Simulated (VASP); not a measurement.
Here is a VASP 6.6.1 calculation.

Contents of INCAR:

```
ALGO = Normal
EDIFF = 1E-7
ENCUT = 520
GGA = PS
ISIF = 2
ISMEAR = -1
LASPH = T
LCHARG = T
LELF = T
LREAL = F
LVHAR = T
LWAVE = F
NBANDS = 35
NELM = 100
PREC = Accurate
SIGMA = 0.05
```

Contents of KPOINTS:

```
k-points
0
Gamma
  3 6 1
```

The input POSCAR:

```
Te2Mo
1.0
    6.2799370257      0.0000000000      0.0024525547
    0.0000000000      3.4055248396      0.0000000000
   -0.0706937712      0.0000000000     36.1721817490
Te Mo
4 2
Direct
    0.4314395111      0.7500000000      0.5407717921
    0.5685604889      0.2500000000      0.4592282079
    0.9202015782      0.2500000000      0.5567881457
    0.0797984218      0.7500000000      0.4432118543
    0.1812243220      0.2500000000      0.4976020295
    0.8187756780      0.7500000000      0.5023979705
```

Potentials or basis: VASP PAW PBE potentials, release 64 (Te, Mo_sv).

Command:

```console
$ cat potpaw_PBE.64/Te/POTCAR potpaw_PBE.64/Mo_sv/POTCAR > POTCAR
$ mpirun -np 1 vasp_std > vasp.out
```

(1) Predict the largest force.

(2) Estimate the band gap on the k mesh.

Answers

(1) 0.029 eV/Å.

(2) zero (band 26 reaches -1.79 eV, above the bottom of band 27 at -2.16 eV).

Caveat: the PAW data sets were made with another functional, which shifts forces and pressure a little; spin-orbit coupling is left out, which moves the levels of the heavy elements.
